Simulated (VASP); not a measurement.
# Si16Au (a cell with a defect) in VASP: notebook, part 2 of 2

VASP 6.6.1.

### Step 3. Single point, r2SCAN

File POSCAR:

```
Si16Au
1.0
    0.0000000000      5.4437023800     -5.4437023800
    5.4437023800      5.4437023800      0.0000000000
    5.4437023800      0.0000000000     -5.4437023800
Si Au
16 1
Direct
    0.1486320235      0.1224895216      0.1266170433
    0.1494914570      0.6016835182      0.1264839537
    0.5792996714      0.1423259293      0.1359820850
    0.6553644470      0.6340719531      0.0760001137
    0.1060976445      0.1118892911      0.6697847798
    0.1396548611      0.6229786758      0.6140318237
    0.6230479301      0.1361768973      0.6177135092
    0.6227881804      0.6226671231      0.6177175505
    0.2891845274      0.7342512909      0.2424047841
    0.2126585767      0.2432238039      0.3006073598
    0.7229535572      0.7525767785      0.2484406578
    0.7237386846      0.2752874598      0.2485161579
    0.2519521466      0.7394211180      0.7561374985
    0.2521780957      0.2521079229      0.7560024801
    0.7663916410      0.7633773322      0.7063213107
    0.7318624756      0.2520214009      0.7635914328
   -0.0620968004     -0.0556100387      0.1722258923
```

File INCAR.step1:

```
SYSTEM = Si16Au
PREC = Accurate
ENCUT = 520
ISMEAR = 0
SIGMA = 0.02
LREAL = Auto
LASPH = .True.
NELM = 100
NELECT = 74.0
NBANDS = 52
GGA = PE
ALGO = Normal
EDIFF = 1E-4
LWAVE = .True.
LCHARG = .False.
```

File INCAR.step2:

```
SYSTEM = Si16Au
PREC = Accurate
ENCUT = 520
EDIFF = 1E-6
ISMEAR = 0
SIGMA = 0.02
LREAL = Auto
LASPH = .True.
NELM = 100
ALGO = Normal
ISIF = 2
LWAVE = .False.
LCHARG = .True.
METAGGA = R2SCAN
LMIXTAU = .True.
LELF = .True.
LVHAR = .True.
NELECT = 74.0
NBANDS = 52
ISTART = 1
```

File KPOINTS:

```
Automatic mesh
0
Gamma
  2 2 2
  0 0 0
```

Potentials or basis: VASP PAW PBE potentials, release 64 (Si, Au).

The run is started by

```
$ cat potpaw_PBE.64/Si/POTCAR potpaw_PBE.64/Au/POTCAR > POTCAR
$ cp INCAR.step1 INCAR
$ mpirun -np 1 vasp_std > vasp.out
$ cp INCAR.step2 INCAR
$ mpirun -np 1 vasp_std > vasp.out
```

OUTCAR:

```text
SYSTEM = Si16Au
   PREC = Accurate
   ENCUT = 520
   EDIFF = 1E-6
   ISMEAR = 0
   LREAL = Auto
   LASPH = .True.
   NELM = 100
   ISIF = 2
   METAGGA = R2SCAN
   NELECT = 74.0
   ISTART = 1

 ion  position               nearest neighbor table
   1  0.149  0.122  0.127-  10 2.29  14 2.33  17 2.41   9 2.44  12 2.67
   2  0.149  0.602  0.126-  10 2.29  13 2.33  17 2.41   9 2.44  11 2.68
   3  0.579  0.142  0.136-  10 2.32  16 2.35  11 2.45  12 2.45  17 2.48
   4  0.655  0.634  0.076-  11 2.29  12 2.29   9 2.32  15 2.33
   5  0.106  0.112  0.670-  10 2.32  13 2.35  14 2.36  16 2.36  17 3.16
   6  0.140  0.623  0.614-  13 2.33  14 2.33   9 2.34  15 2.36
   7  0.623  0.136  0.618-  12 2.33  14 2.33  16 2.33  15 2.36
   8  0.623  0.623  0.618-  11 2.33  13 2.33  16 2.33  15 2.36
   9  0.289  0.734  0.242-   4 2.32   6 2.34   2 2.44   1 2.44  17 2.54
  10  0.213  0.243  0.301-   2 2.29   1 2.29   3 2.32   5 2.32
  11  0.723  0.753  0.248-   4 2.29   8 2.33  17 2.42   3 2.45   2 2.68
  12  0.724  0.275  0.249-   4 2.29   7 2.33  17 2.42   3 2.45   1 2.67
  13  0.252  0.739  0.756-   2 2.33   8 2.33   6 2.33   5 2.35
  14  0.252  0.252  0.756-   7 2.33   1 2.33   6 2.33   5 2.36
  15  0.766  0.763  0.706-   4 2.33   7 2.36   6 2.36   8 2.36  17 3.36
  16  0.732  0.252  0.764-   7 2.33   8 2.33   3 2.35   5 2.36
  17  0.938  0.944  0.172-   2 2.41   1 2.41  11 2.42  12 2.42   3 2.48   9 2.54   5 3.16  15 3.36

  LATTYP: Found a face centered cubic cell.
 ALAT       =    10.8874047600

  Lattice vectors:

 A1 = (   0.0000000000,   5.4437023800,  -5.4437023800)
 A2 = (   5.4437023800,   5.4437023800,   0.0000000000)
 A3 = (   5.4437023800,   0.0000000000,  -5.4437023800)

Analysis of symmetry for initial positions (statically):
=====================================================================
 Subroutine PRICEL returns:
 Original cell was already a primitive cell.

 Routine SETGRP: Setting up the symmetry group for a
 face centered cubic supercell.

 Subroutine GETGRP returns: Found  1 space group operations
[... 155 lines left out ...]
   METAGGA = R2SCAN    functional components
   LHFCALC =     F    Hartree Fock is set to
   AEXX    =    0.0000 exact exchange contribution
   IVDW    =     0    specifies the selected vdW correction
   LEPSILON=     F    determine dielectric tensor
   LRPA    =     F    only Hartree local field effects (RPA)
 non-spin polarized calculation
 Gauss-broadening in eV      SIGMA  =   0.02
  energy-cutoff  :      520.00
  volume of cell :      322.64
 maximum number of plane-waves:      8694
 NGX is ok and might be reduce to    60
   NGX = 29   NGY = 29   NGZ = 29

 number of electron      73.9999999 magnetization

 Free energy of the ion-electron system (eV)
  ---------------------------------------------------
  ext. energy  EPLUGINS =         0.00000000
  ---------------------------------------------------
  free energy    TOTEN  =      -193.93845881 eV

  energy without entropy =     -193.93845881  energy(sigma->0) =     -193.93845881

 E-fermi :   6.5147     XC(G=0): -10.1855

 val. band max:        6.4248030107   @ k =   0.0000   0.0000   0.5000
 cond. band min:       6.7364328261   @ k =   0.0000   0.0000   0.0000
 fundamental gap:      0.3116298153
 Fermi energy:         6.5146533637

 k-point     1 :       0.0000    0.0000    0.0000
  band No.  band energies     occupation
      1      -6.4691      2.00000
      2      -4.0873      2.00000
      3      -3.9088      2.00000
      4      -3.8005      2.00000
      5      -3.6912      2.00000
      6      -2.8959      2.00000
[... 405 lines left out ...]
     48      10.8967      0.00000
     49      10.9285      0.00000
 [bands above 49 left out]

------------------------ aborting loop because EDIFF is reached ----------------------------------------

  FORCE on cell =-STRESS in cart. coord.  units (eV):
  Direction    XX          YY          ZZ          XY          YZ          ZX
  --------------------------------------------------------------------------------------
  -------------------------------------------------------------------------------------
  Total       -0.0528570     -0.0600881     -1.2116244      0.4862587     -0.9888624      0.9888907
  in kB       -0.2624825     -0.2983911     -6.0167987      2.4147095     -4.9105862      4.9107264
  external PRESSURE =      -2.1925574 kB  Pullay stress =       0.0000000 kB

 VOLUME and BASIS-vectors are now :
 -----------------------------------------------------------------------------
  energy-cutoff  :      520.00
  volume of cell :      322.64
      direct lattice vectors                 reciprocal lattice vectors
     0.000000000  5.443702380 -5.443702380    -0.091849254  0.091849254 -0.091849254
     5.443702380  5.443702380  0.000000000     0.091849254  0.091849254  0.091849254
     5.443702380  0.000000000 -5.443702380     0.091849254 -0.091849254 -0.091849254

 POSITION                                       TOTAL-FORCE (eV/Angst)
 -----------------------------------------------------------------------------------
      1.35606      1.47591     -1.49837        -0.002930      0.016558     -0.008197
      3.96393      4.08917     -1.50233        -0.004666     -0.001750     -0.010418
      1.51503      3.92831     -3.89378        -0.004932     -0.001401      0.011698
      3.86542      7.01931     -3.98133         0.010424     -0.011282     -0.000917
      4.25520      1.18666     -4.22367        -0.001239      0.005803      0.011298
      6.73392      4.15155     -4.10285        -0.009427      0.008902      0.001105
[... 9 lines left out ...]
      5.52869      5.35597     -8.14081         0.006996      0.003725     -0.013554
      6.07852     10.24664     -6.04321         0.003165     -0.005579     -0.000294
 -----------------------------------------------------------------------------------
    total drift:                               -0.005227      0.005230     -0.002221

  FREE ENERGIE OF THE ION-ELECTRON SYSTEM (eV)
  ---------------------------------------------------
  free  energy   TOTEN  =      -193.9384588095 eV

  energy  without entropy=     -193.9384588094  energy(sigma->0) =     -193.93845881
```

OUTCAR.step1:

```text
SYSTEM = Si16Au
   PREC = Accurate
   ENCUT = 520
   ISMEAR = 0
   LREAL = Auto
   LASPH = .True.
[... 671 lines left out ...]
      6.73392      4.15155     -4.10285        -0.010600      0.009692     -0.008262
[... 9 lines left out ...]
      5.52869      5.35597     -8.14081         0.003856      0.006649     -0.036243
      6.07852     10.24664     -6.04321        -0.049117      0.047484      0.049010
 -----------------------------------------------------------------------------------
    total drift:                               -0.004944      0.004975     -0.002323

  FREE ENERGIE OF THE ION-ELECTRON SYSTEM (eV)
  ---------------------------------------------------
  free  energy   TOTEN  =       -93.0069860444 eV

  energy  without entropy=      -93.0069860443  energy(sigma->0) =      -93.00698604
```

OSZICAR.step1:

```text
N       E                     dE             d eps       ncg     rms          rms(c)
DAV:   1     0.201438036018E+03    0.20144E+03   -0.29212E+04   832   0.120E+03
DAV:   2    -0.789068896935E+02   -0.28034E+03   -0.26460E+03   980   0.185E+02
DAV:   3    -0.958091470875E+02   -0.16902E+02   -0.16432E+02  1048   0.398E+01
DAV:   4    -0.961974573086E+02   -0.38831E+00   -0.38660E+00  1040   0.707E+00
DAV:   5    -0.962081499239E+02   -0.10693E-01   -0.10680E-01  1068   0.107E+00    0.192E+01
DAV:   6    -0.934813996428E+02    0.27268E+01   -0.16892E+01   928   0.242E+01    0.151E+01
DAV:   7    -0.931338314898E+02    0.34757E+00   -0.32700E+00   928   0.879E+00    0.753E+00
DAV:   8    -0.930261163049E+02    0.10772E+00   -0.67425E-01  1016   0.320E+00    0.171E+00
DAV:   9    -0.930015502090E+02    0.24566E-01   -0.14499E-01   984   0.255E+00    0.393E-01
DAV:  10    -0.930063619115E+02   -0.48117E-02   -0.32388E-02  1024   0.608E-01    0.299E-01
DAV:  11    -0.930066839298E+02   -0.32202E-03   -0.39036E-03   944   0.382E-01    0.109E-01
DAV:  12    -0.930069825980E+02   -0.29867E-03   -0.73702E-04   936   0.105E-01    0.488E-02
DAV:  13    -0.930069860444E+02   -0.34464E-05   -0.66170E-05   568   0.454E-02
   1 F= -.93006986E+02 E0= -.93006986E+02  d E =-.445046E-10
```

Wall time 24 min (1 thread of Intel Xeon 8259CL, shared host); peak memory 0.57 GiB.

Results:

| Property | Result |
| --- | --- |
| Free energy | -193.9385 eV |
| Largest force | 0.019 eV/Å |

Forces in eV/Å, atoms in the order of the input:
```
Si  -0.003  0.017 -0.008
Si  -0.005 -0.002 -0.010
Si  -0.005 -0.001  0.012
Si   0.010 -0.011 -0.001
Si  -0.001  0.006  0.011
Si  -0.009  0.009  0.001
Si   0.010 -0.003  0.003
Si  -0.006 -0.001  0.003
Si   0.001 -0.005  0.003
Si  -0.014  0.010  0.001
Si   0.011  0.001 -0.002
Si  -0.003  0.000  0.009
Si  -0.002  0.005  0.001
Si   0.002 -0.010  0.002
Si   0.004 -0.012 -0.011
Si   0.007  0.004 -0.014
Au   0.003 -0.006  0.000
```

Levels at points of the mesh, in eV from the Fermi level:
```tsv
k point	band 33	band 34	band 35	band 36	band 37	band 38	band 39	band 40	band 41	band 42
(0.00, 0.00, 0.00)	-1.13	-1.11	-0.72	-0.14	-0.09	0.22	0.58	0.68	0.78	1.36
(0.50, 0.00, 0.00)	-1.95	-1.14	-1.04	-0.93	-0.68	0.87	1.24	1.33	1.36	1.60
(0.00, 0.50, 0.00)	-1.99	-1.24	-0.99	-0.85	-0.33	0.94	1.23	1.36	1.45	1.64
(0.00, 0.00, 0.50)	-2.24	-1.01	-0.97	-0.64	-0.09	0.80	1.07	1.72	1.82	1.85
(0.50, 0.50, 0.50)	-1.99	-1.24	-0.98	-0.85	-0.33	0.94	1.23	1.35	1.45	1.64
(0.50, 0.50, 0.00)	-1.81	-1.63	-1.53	-1.47	-0.73	0.91	1.09	2.06	2.21	2.48
(0.00, 0.50, 0.50)	-1.81	-1.63	-1.53	-1.47	-0.73	0.91	1.09	2.06	2.21	2.48
(0.50, 0.00, 0.50)	-1.73	-1.67	-1.43	-1.35	-1.10	0.90	1.16	2.05	2.25	2.57
```

Caveat: the k points lie up to 0.50 Å⁻¹ apart; the cell carries a net charge on a neutralising background, which shifts energy and pressure; the cell is charged against a uniform background, so pressure and absolute levels hang on convention; the PAW data sets were made with another functional, which shifts forces and pressure a little; spin-orbit coupling is left out, which moves the levels of the heavy elements.
